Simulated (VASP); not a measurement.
A run of VASP 6.6.1:

The input INCAR:

```
PREC = Accurate
ENCUT = 600
EDIFF = 1E-7
ISMEAR = 1
SIGMA = 0.05
LREAL = False
LASPH = True
NELM = 120
ALGO = Normal
ISIF = 3
LWAVE = False
LCHARG = False
GGA = PS
IBRION = 2
NSW = 60
EDIFFG = -0.01
GGA_COMPAT = False
NELMIN = 4
```

KPOINTS

```
Automatic mesh
0
Gamma
  11 11 11
```

File POSCAR:

```
C
1.0
    0.0000000000      1.5153198622      1.5153198622
    1.5153198622      0.0000000000      1.5153198622
    1.5153198622      1.5153198622      0.0000000000
C
1
Direct
    0.0000000000      0.0000000000      0.0000000000
```

Potentials or basis: VASP PAW PBE potentials, release 64 (C).

The run is started by

```console
$ cat potpaw_PBE.64/C/POTCAR > POTCAR
$ mpirun -np 1 vasp_std > vasp.out
```

Hardware: 1 thread of Intel(R) Xeon(R) Platinum 8488C (Sapphire Rapids), with other jobs on the host.

Q: How long does it take, and how much memory?

A: Run time: 3 s on 1 thread of Intel(R) Xeon(R) Platinum 8488C (Sapphire Rapids), on a shared host, peak memory 0.11 GiB. Counts: scf iterations 9, k points 56, ion steps 1.
